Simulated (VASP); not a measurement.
# BaTeH6 (R-3) in VASP: further runs, part 2 of 2

VASP 6.6.1. Earlier steps stand in the parts before.

### Step 4. Single point, r2SCAN+rVV10

This run uses another cell than the first one, of 13.88 Å³/atom, 1.065 times its volume.

Contents of POSCAR:

```
BaTeH6
1.0
    3.5450075009      2.0467110350      2.5503966790
   -3.5450075009      2.0467110350      2.5503966790
    0.0000000000     -4.0934220699      2.5503966790
Ba Te H
1 1 6
Direct
    0.0000000000      0.0000000000      0.0000000000
    0.5000000000      0.5000000000      0.5000000000
    0.5467119863      0.2176407787      0.1940704033
    0.2176407787      0.1940704033      0.5467119863
    0.8059295967      0.4532880137      0.7823592213
    0.7823592213      0.8059295967      0.4532880137
    0.4532880137      0.7823592213      0.8059295967
    0.1940704033      0.5467119863      0.2176407787
```

Contents of INCAR.step1:

```
  PREC = Accurate
  ENCUT = 520
  ISMEAR = -1
  SIGMA = 0.03
  LREAL = False
  LASPH = True
  NELM = 60
  NBANDS = 21
  GGA = PE
  ALGO = Normal
  EDIFF = 1E-4
  LWAVE = True
  LCHARG = False
```

Contents of INCAR.step2:

```
  PREC = Accurate
  ENCUT = 520
  EDIFF = 1E-7
  ISMEAR = -1
  SIGMA = 0.03
  LREAL = False
  LASPH = True
  NELM = 60
  ALGO = Normal
  ISIF = 2
  LWAVE = False
  LCHARG = True
  METAGGA = R2SCAN
  LMIXTAU = True
  LUSE_VDW = True
  IVDW_NL = 2
  BPARAM = 11.95
  CPARAM = 0.0093
  LELF = True
  LVHAR = True
  NBANDS = 21
  ISTART = 1
```

Contents of KPOINTS:

```
Automatic mesh
0
Gamma
  6 6 6
```

Potentials or basis: VASP PAW PBE potentials, release 64 (Ba_sv, Te, H).

Started as:

```bash
$ cat potpaw_PBE.64/Ba_sv/POTCAR potpaw_PBE.64/Te/POTCAR potpaw_PBE.64/H/POTCAR > POTCAR
$ cp INCAR.step1 INCAR
$ mpirun -np 1 vasp_std > vasp.out
$ cp INCAR.step2 INCAR
$ mpirun -np 1 vasp_std > vasp.out
```

OUTCAR:

```text
PREC = Accurate
   ENCUT = 520
   EDIFF = 1E-7
   ISMEAR = -1
   LREAL = False
   LASPH = True
   NELM = 60
   ISIF = 2
   METAGGA = R2SCAN
   IVDW_NL = 2
   BPARAM = 11.95
   ISTART = 1

 ion  position               nearest neighbor table
   1  0.000  0.000  0.000-   3 2.70   7 2.70   5 2.70   8 2.70   4 2.70   6 2.70   4 2.82   6 2.82
                             8 2.82   5 2.82   3 2.82   7 2.82   2 3.83   2 3.83
   2  0.500  0.500  0.500-   5 1.97   8 1.97   7 1.97   3 1.97   4 1.97   6 1.97   1 3.83   1 3.83

   3  0.547  0.218  0.194-   2 1.97   1 2.70   1 2.82
   4  0.218  0.194  0.547-   2 1.97   1 2.70   1 2.82
   5  0.806  0.453  0.782-   2 1.97   1 2.70   1 2.82
   6  0.782  0.806  0.453-   2 1.97   1 2.70   1 2.82
   7  0.453  0.782  0.806-   2 1.97   1 2.70   1 2.82
   8  0.194  0.547  0.218-   2 1.97   1 2.70   1 2.82

  LATTYP: Found a trigonal (rhomboedric) cell.
 ALAT       =     4.8229272711
 COS(alpha) =    -0.0805450714

[... 189 lines left out ...]
  free energy    TOTEN  =       -70.25565522 eV

  energy without entropy =      -70.25560297  energy(sigma->0) =      -70.25562910

 E-fermi :   2.6784     XC(G=0):  -8.9251

 val. band max:        2.5193291067   @ k =   0.5000   0.0000   0.0000
 cond. band min:       2.8374499311   @ k =   0.5000   0.0000   0.0000
 fundamental gap:      0.3181208244
 Fermi energy:         2.6784433554

 k-point     1 :       0.0000    0.0000    0.0000
  band No.  band energies     occupation
      1     -25.9583      2.00000
      2     -11.0663      2.00000
      3     -10.8237      2.00000
      4     -10.7281      2.00000
      5     -10.7281      2.00000
      6      -3.7602      2.00000
[... 565 lines left out ...]
     20       9.6515      0.00000
     21      10.4622      0.00000

 [... further k-points ...]
[... 5 lines left out ...]
  --------------------------------------------------------------------------------------
  -------------------------------------------------------------------------------------
  Total        0.2162517      0.2162517      0.2285845      0.0000000      0.0000000     -0.0000000
  in kB        3.1205953      3.1205953      3.2985617      0.0000002      0.0000000     -0.0000000
  external PRESSURE =       3.1799175 kB  Pullay stress =       0.0000000 kB

 VOLUME and BASIS-vectors are now :
 -----------------------------------------------------------------------------
  energy-cutoff  :      520.00
  volume of cell :      111.03
      direct lattice vectors                 reciprocal lattice vectors
     3.545007501  2.046711035  2.550396679     0.141043425  0.081431459  0.130698623
    -3.545007501  2.046711035  2.550396679    -0.141043425  0.081431459  0.130698623
     0.000000000 -4.093422070  2.550396679     0.000000000 -0.162862919  0.130698623

 POSITION                                       TOTAL-FORCE (eV/Angst)
 -----------------------------------------------------------------------------------
      0.00000      0.00000      0.00000         0.000000      0.000000      0.000000
      0.00000      0.00000      3.82560         0.000000      0.000000      0.000000
      1.16656      0.77000      2.44436        -0.008016      0.000376      0.010703
      0.08356     -1.39527      2.44436         0.004333      0.006754      0.010703
      1.25012     -0.62527      5.20683        -0.003682      0.007130     -0.010703
     -0.08356      1.39527      5.20683        -0.004333     -0.006754     -0.010703
     -1.16656     -0.77000      5.20683         0.008016     -0.000376     -0.010703
     -1.25012      0.62527      2.44436         0.003682     -0.007130      0.010703
 -----------------------------------------------------------------------------------
    total drift:                               -0.000000      0.000000      0.000000

  FREE ENERGIE OF THE ION-ELECTRON SYSTEM (eV)
  ---------------------------------------------------
  free  energy   TOTEN  =       -70.2556552201 eV

  energy  without entropy=      -70.2556029711  energy(sigma->0) =      -70.25562910
```

OSZICAR.step1:

```text
N       E                     dE             d eps       ncg     rms          rms(c)
DAV:   1     0.860894246335E+02    0.86089E+02   -0.87963E+03  1680   0.876E+02
DAV:   2    -0.176837292693E+02   -0.10377E+03   -0.99659E+02  2095   0.152E+02
DAV:   3    -0.248588346702E+02   -0.71751E+01   -0.71336E+01  2263   0.411E+01
DAV:   4    -0.250330388180E+02   -0.17420E+00   -0.17409E+00  2336   0.585E+00
DAV:   5    -0.250356735865E+02   -0.26348E-02   -0.26347E-02  2265   0.638E-01    0.222E+01
DAV:   6    -0.235823675990E+02    0.14533E+01   -0.10559E+00  1796   0.490E+00    0.110E+01
DAV:   7    -0.234107416074E+02    0.17163E+00   -0.12351E+00  1965   0.466E+00    0.982E+00
DAV:   8    -0.234158220949E+02   -0.50805E-02   -0.50553E-02  2006   0.105E+00    0.127E+01
DAV:   9    -0.234030779373E+02    0.12744E-01   -0.60259E-02  1758   0.136E+00    0.131E+01
DAV:  10    -0.234055226007E+02   -0.24447E-02   -0.14936E-02  1820   0.712E-01    0.113E+01
DAV:  11    -0.234059239200E+02   -0.40132E-03   -0.80711E-04  2152   0.145E-01    0.117E+01
DAV:  12    -0.234063262746E+02   -0.40235E-03   -0.48604E-04  1785   0.124E-01    0.122E+01
DAV:  13    -0.234063365217E+02   -0.10247E-04   -0.31965E-05  1055   0.319E-02
   1 F= -.23406337E+02 E0= -.23406284E+02  d E =-.104335E-03
```

Run time: 2.8 min. Hardware: 1 thread of Intel Xeon 6975P-C (Granite Rapids), shared host; peak memory 0.45 GiB.

Results:

| Property | Result |
| --- | --- |
| Free energy | -70.2557 eV |
| Pressure | 0.3 GPa |
| Largest force | 0.013 eV/Å |
| Band gap on the k mesh | 0.32 eV, direct |

Forces in eV/Å, atoms in the order of the input:
```
Ba   0.000  0.000  0.000
Te   0.000  0.000  0.000
H   -0.008  0.000  0.011
H    0.004  0.007  0.011
H   -0.004  0.007 -0.011
H   -0.004 -0.007 -0.011
H    0.008  0.000 -0.011
H    0.004 -0.007  0.011
```

Caveat: the PAW data sets were made with another functional, which shifts forces and pressure a little; spin-orbit coupling is left out, which moves the levels of the heavy elements.
